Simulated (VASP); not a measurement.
# HfN (I4/mmm) in VASP: notebook, part 3 of 3

VASP 6.6.1. The steps go on from the part before.

**6. Single point, PBEsol (strain +0.025 along x and y, +0.050 along z)**

INCAR

```
PREC     = Accurate       # precision mode
ENCUT    = 520            # plane-wave cutoff, eV
EDIFF    = 1E-6           # SCF threshold, eV
ISMEAR   = 0              # smearing method
SIGMA    = 0.15           # smearing width, eV
LREAL    = False          # projectors in reciprocal space
LASPH    = True           # aspherical terms in the spheres
NELM     = 80             # most SCF steps
ALGO     = Normal         # electronic algorithm
ISIF     = 2              # what is computed and relaxed
LWAVE    = False          # write WAVECAR
LCHARG   = True           # write CHGCAR
GGA      = PS             # functional
LELF     = True           # ELF
LVHAR    = True         
NBANDS   = 14             # bands
```

KPOINTS

```
Automatic mesh
0
Gamma
  18 18 18
```

POSCAR

```
HfN
1.0
    0.0000000000      2.3154750000      2.3719500000
    2.3154750000      0.0000000000      2.3719500000
    2.3154750000      2.3154750000      0.0000000000
Hf N
1 1
Direct
    0.0000000000      0.0000000000      0.0000000000
    0.5000000000      0.5000000000      0.5000000000
```

Potentials or basis: VASP PAW PBE potentials, release 64 (Hf_pv, N).

Started as:

```bash
$ cat potpaw_PBE.64/Hf_pv/POTCAR potpaw_PBE.64/N/POTCAR > POTCAR
$ mpirun -np 1 vasp_std > vasp.out
```

OUTCAR:

```text
PREC = Accurate
   ENCUT = 520
   EDIFF = 1E-6
   ISMEAR = 0
   LREAL = False
   LASPH = True
   NELM = 80
   ISIF = 2
   GGA = PS

 ion  position               nearest neighbor table
   1  0.000  0.000  0.000-   2 2.32   2 2.32   2 2.32   2 2.32   2 2.37   2 2.37
   2  0.500  0.500  0.500-   1 2.32   1 2.32   1 2.32   1 2.32   1 2.37   1 2.37

  LATTYP: Found a body centered tetragonal cell.
 ALAT       =     3.2745761483
 C/A-ratio  =     1.4487065761

  Lattice vectors:

 A1 = (  -2.3154750000,   0.0000000000,   2.3719500000)
 A2 = (   2.3154750000,   0.0000000000,   2.3719500000)
 A3 = (   0.0000000000,   2.3154750000,  -2.3719500000)

Analysis of symmetry for initial positions (statically):
=====================================================================
 Subroutine PRICEL returns:
 Original cell was already a primitive cell.

 Routine SETGRP: Setting up the symmetry group for a
 body centered tetragonal supercell.

 Subroutine GETGRP returns: Found 16 space group operations
 (whereof 16 operations were pure point group operations)
 out of a pool of 16 trial point group operations.

The static configuration has the point symmetry D_4h.

Analysis of symmetry for dynamics (positions and initial velocities):
=====================================================================
 Subroutine PRICEL returns:
 Original cell was already a primitive cell.

 Routine SETGRP: Setting up the symmetry group for a
 body centered tetragonal supercell.

 Subroutine GETGRP returns: Found 16 space group operations
 (whereof 16 operations were pure point group operations)
 out of a pool of 16 trial point group operations.

The dynamic configuration has the point symmetry D_4h.

 Subroutine INISYM returns: Found 16 space group operations
 (whereof 16 operations are pure point group operations),
 and found     1 'primitive' translations

----------------------------------------------------------------------------------------

                                     Primitive cell

  volume of cell :      25.4341

  direct lattice vectors                    reciprocal lattice vectors
     0.000000000  2.315475000  2.371950000    -0.215938414  0.215938414  0.210797024
     2.315475000  0.000000000  2.371950000     0.215938414 -0.215938414  0.210797024
     2.315475000  2.315475000  0.000000000     0.215938414  0.215938414 -0.210797024

  length of vectors
     3.314750560  3.314750560  3.274576148     0.371071668  0.371071668  0.371071668

  position of ions in fractional coordinates (direct lattice)
     0.000000000  0.000000000  0.000000000
     0.500000000  0.500000000  0.500000000

  ion indices of the primitive-cell ions
   primitive index   ion index
                 1           1
                 2           2

----------------------------------------------------------------------------------------

 KPOINTS: Automatic mesh

Automatic generation of k-mesh.
 Grid dimensions read from file:
 generate k-points for:   18   18   18

 Generating k-lattice:

  Cartesian coordinates                     Fractional coordinates (reciprocal lattice)
    -0.011996579  0.011996579  0.011710946     0.055555556  0.000000000  0.000000000
     0.011996579 -0.011996579  0.011710946     0.000000000  0.055555556  0.000000000
     0.011996579  0.011996579 -0.011710946    -0.000000000 -0.000000000  0.055555556

  Length of vectors
     0.020615093  0.020615093  0.020615093

  Shift w.r.t. Gamma in fractional coordinates (k-lattice)
     0.000000000  0.000000000  0.000000000

 Subroutine IBZKPT returns following result:
 ===========================================

 Found    480 irreducible k-points:

 Following reciprocal coordinates:
            Coordinates               Weight
  0.000000  0.000000  0.000000      1.000000
  0.055556 -0.000000  0.000000      8.000000
  0.111111 -0.000000  0.000000      8.000000
  0.166667  0.000000  0.000000      8.000000
  0.222222  0.000000  0.000000      8.000000
  0.277778  0.000000  0.000000      8.000000
[... 16 lines left out ...]
 -0.277778  0.055556  0.000000      8.000000
 -0.222222  0.055556  0.000000      8.000000
 [... further k-points ...]
   k-points           NKPTS =    480   k-points in BZ     NKDIM =    480   number of bands    NBANDS=     14
   number of dos      NEDOS =    301   number of ions     NIONS =      2
   total plane-waves  NPLWV =  18816
   dimension x,y,z NGX =    28 NGY =   28 NGZ =   24
   dimension x,y,z NGXF=    56 NGYF=   56 NGZF=   48
   ions per type =               1   1
   NGX,Y,Z   is equivalent  to a cutoff of  14.04, 14.04, 12.18 a.u.
   NGXF,Y,Z  is equivalent  to a cutoff of  28.09, 28.09, 24.37 a.u.
 SYSTEM =  unknown system
   PREC   = accura    normal or accurate (medium, high low for compatibility)
   ISTART =      0    job   : 0-new  1-cont  2-samecut
   ICHARG =      2    charge: 1-file 2-atom 10-const
   ISPIN  =      1    spin polarized calculation?
   LNONCOLLINEAR =      F non collinear calculations
   LSORBIT =      F    spin-orbit coupling
   LASPH  =      T    aspherical Exc in radial PAW
   ENCUT  =  520.0 eV  38.22 Ry    6.18 a.u.   6.16  6.16  6.09*2*pi/ulx,y,z
   NELM   =     80;   NELMIN=  2; NELMDL= -5     # of ELM steps
   EDIFF  = 0.1E-05   stopping-criterion for ELM
   LREAL  =      F    real-space projection
   EDIFFG = 0.1E-04   stopping-criterion for IOM
   NSW    =      0    number of steps for IOM
   IBRION =     -1    ionic relax: 0-MD 1-quasi-New 2-CG
   NFREE  =      0    steps in history (QN), initial steepest desc. (CG)
   ISIF   =      2    stress and relaxation
   ISYM   =      2    0-nonsym 1-usesym 2-fastsym
   POTIM  = 0.5000    time-step for ionic-motion
   TEBEG  =    0.0;   TEEND  =   0.0 temperature during run
   PSTRESS=    0.0 pullay stress
   NELECT =      15.0000    total number of electrons
   NUPDOWN=      -1.0000    fix difference up-down
   EMIN   =  10.00;   EMAX   =-10.00  energy-range for DOS
   EFERMI =   0.00;   METHOD = LEGACY
   ISMEAR =     0;   SIGMA  =   0.15  broadening in eV -4-tet -1-fermi 0-gaus
   EFERMI_NEDOS =   21; number of points for ismear=-14 and -15
   IALGO  =     38    algorithm
   IMIX   =      4    mixing-type and parameters
     AMIX     =   0.40;   BMIX     =  1.00
     AMIX_MAG =   1.60;   BMIX_MAG =  1.00
  volume/ion in A,a.u.               =      12.72        85.82
  Fermi-wavevector in a.u.,A,eV,Ry     =   1.372882  2.594372 25.644344  1.884806
  Thomas-Fermi vector in A             =   2.498449
   LORBIT       =      0    0 simple, 1 ext, 2 COOP (PROOUT), +10 PAW based schemes
   GGA     = PS    functional components
   LHFCALC =     F    Hartree Fock is set to
   AEXX    =    0.0000 exact exchange contribution
   IVDW    =     0    specifies the selected vdW correction
   LEPSILON=     F    determine dielectric tensor
   LRPA    =     F    only Hartree local field effects (RPA)
 non-spin polarized calculation
 Gauss-broadening in eV      SIGMA  =   0.15
  energy-cutoff  :      520.00
  volume of cell :       25.43
 maximum number of plane-waves:       704
 NGX is ok and might be reduce to    28
   NGX = 13   NGY = 13   NGZ = 13

 number of electron      15.0000000 magnetization

 Free energy of the ion-electron system (eV)
  ---------------------------------------------------
  ext. energy  EPLUGINS =         0.00000000
  ---------------------------------------------------
  free energy    TOTEN  =       -22.73329974 eV

  energy without entropy =      -22.72542160  energy(sigma->0) =      -22.72936067

 E-fermi :   7.3318     XC(G=0): -12.3870

 val. band max:        7.3291439622   @ k =  -0.0556   0.0556   0.0000
 cond. band min:       7.3363615839   @ k =  -0.1111   0.0556   0.0000
 fundamental gap:      0.0072176217
 Fermi energy:         7.3317627495

 k-point     1 :       0.0000    0.0000    0.0000
  band No.  band energies     occupation
      1     -24.1146      2.00000
      2     -24.0808      2.00000
      3     -24.0808      2.00000
      4      -9.5102      2.00000
      5       4.4339      2.00000
      6       4.5114      2.00000
      7       4.5114      2.00000
      8       6.8647      1.99999
      9       7.1088      1.96444
     10       7.1088      1.96444
     11       8.0879      0.00000
     12       9.0945      0.00000
     13       9.2192      0.00000
     14      16.6594      0.00000
[... 375 lines left out ...]
 k-point    24 :      -0.2222    0.0556    0.0000
  band No.  band energies     occupation
      1     -24.4223      2.00000
      2     -24.1641      2.00000
      3     -24.0971      2.00000
      4      -8.5002      2.00000
      5       1.2872      2.00000
      6       2.6154      2.00000
      7       2.8644      2.00000
      8       7.6944      0.00063
      9       8.2422      0.00000
     10       8.9058      0.00000
     11      10.2283      0.00000
     12      12.0960      0.00000
     13      12.6139      0.00000
     14      19.1436      0.00000

 [... further k-points ...]
[... 5 lines left out ...]
  --------------------------------------------------------------------------------------
  -------------------------------------------------------------------------------------
  Total       -3.8114365     -3.8114365     -4.8220611      0.0000000      0.0000000     -0.0000000
  in kB     -240.0952432   -240.0952432   -303.7578947      0.0000000      0.0000000     -0.0000000
  external PRESSURE =    -261.3161271 kB  Pullay stress =       0.0000000 kB

 VOLUME and BASIS-vectors are now :
 -----------------------------------------------------------------------------
  energy-cutoff  :      520.00
  volume of cell :       25.43
      direct lattice vectors                 reciprocal lattice vectors
     0.000000000  2.315475000  2.371950000    -0.215938414  0.215938414  0.210797024
     2.315475000  0.000000000  2.371950000     0.215938414 -0.215938414  0.210797024
     2.315475000  2.315475000  0.000000000     0.215938414  0.215938414 -0.210797024

 POSITION                                       TOTAL-FORCE (eV/Angst)
 -----------------------------------------------------------------------------------
      0.00000      0.00000      0.00000         0.000000     -0.000000      0.000000
      2.31548      2.31548      2.37195        -0.000000      0.000000     -0.000000
 -----------------------------------------------------------------------------------
    total drift:                                0.000000      0.000000      0.000000

  FREE ENERGIE OF THE ION-ELECTRON SYSTEM (eV)
  ---------------------------------------------------
  free  energy   TOTEN  =       -22.7332997392 eV

  energy  without entropy=      -22.7254215978  energy(sigma->0) =      -22.72936067
```

Run time: 99 s. Hardware: 1 thread of AMD EPYC 9R14 (Zen 4), shared host; peak memory 0.26 GiB.

What came out:

```
Free energy : -22.7333 eV
Pressure    : -26.1 GPa
```

Stress tensor (GPa, compression positive):
```
-24.01   0.00   0.00
  0.00 -24.01   0.00
  0.00   0.00 -30.38
```

Caveat: the cell differs from its parent crystal (strain +0.025 along x and y, +0.050 along z); the PAW data sets were made with another functional, which shifts forces and pressure a little; spin-orbit coupling is left out, which moves the levels of the heavy elements.

**7. Single point, PBEsol (strain +0.050 along x and y, +0.025 along z)**

INCAR

```
PREC = Accurate
ENCUT = 520
EDIFF = 1E-6
ISMEAR = 0
SIGMA = 0.15
LREAL = False
LASPH = True
NELM = 100
ALGO = Normal
ISIF = 2
LWAVE = False
LCHARG = False
GGA = PS
NBANDS = 14
```

KPOINTS is that of step 6.

POSCAR

```
HfN
1.0
    0.0000000000      2.3719500000      2.3154750000
    2.3719500000      0.0000000000      2.3154750000
    2.3719500000      2.3719500000      0.0000000000
Hf N
1 1
Direct
    0.0000000000      0.0000000000      0.0000000000
    0.5000000000      0.5000000000      0.5000000000
```

Started as:

```bash
$ cat potpaw_PBE.64/Hf_pv/POTCAR potpaw_PBE.64/N/POTCAR > POTCAR
$ mpirun -np 1 vasp_std > vasp.out
```

It took 1.8 min on 1 thread of AMD EPYC 9R14 (Zen 4), shared host; peak memory 0.28 GiB.

It converged, with:

* Free energy: -22.6244 eV
* Pressure: -30.0 GPa

Stress tensor (GPa, compression positive):
```
-31.95   0.00   0.00
  0.00 -31.95   0.00
  0.00   0.00 -26.00
```

Levels at points of the mesh, in eV from the Fermi level:
```csv
k point,band 5,band 6,band 7,band 8,band 9,band 10,band 11,band 12
"(0.00, 0.00, 0.00)",-2.83,-2.83,-2.76,-0.37,-0.37,-0.13,0.63,1.52
"(0.50, 0.00, 0.00)",-8.18,-5.57,-5.56,2.78,3.09,3.22,3.81,7.26
"(0.50, 0.50, 0.00)",-5.17,-3.60,-3.60,-3.34,3.49,4.27,4.68,4.68
"(0.50, 0.00, 0.50)",-5.37,-3.53,-3.47,-3.28,3.39,4.40,4.52,4.80
```

Caveat: the cell differs from its parent crystal (strain +0.050 along x and y, +0.025 along z); the PAW data sets were made with another functional, which shifts forces and pressure a little; spin-orbit coupling is left out, which moves the levels of the heavy elements.

**8. The runs side by side**

```tsv
cell	gap on the mesh (eV)	pressure (GPa)
a = 3.237, b = 3.237, c = 3.115 Å, angles 61.2, 61.2, 57.5°, 2 atoms	none	-1.2
a = 3.235, b = 3.235, c = 3.195 Å, angles 60.4, 60.4, 59.2°, 2 atoms	none	-11.1
a = 3.276, b = 3.276, c = 3.195 Å, angles 60.8, 60.8, 58.4°, 2 atoms	none	-15.7
a = 3.235, b = 3.235, c = 3.275 Å, angles 59.6, 59.6, 60.8°, 2 atoms	none	-16.7
a = 3.315, b = 3.315, c = 3.275 Å, angles 60.4, 60.4, 59.2°, 2 atoms	none	-26.1
a = 3.315, b = 3.315, c = 3.354 Å, angles 59.6, 59.6, 60.8°, 2 atoms	none	-30.0
```

Alike in all rows: task single point; level PBEsol; potentials or basis VASP PAW PBE potentials, release 64 (Hf_pv, N); no spin polarisation; k mesh 18 × 18 × 18; cutoff (eV) 520; smearing gaussian 0.15 eV.

Caveats: the PAW data sets were made with another functional, which shifts forces and pressure a little; spin-orbit coupling is left out, which moves the levels of the heavy elements.

Absolute energies hang on the potentials; compare differences alone.
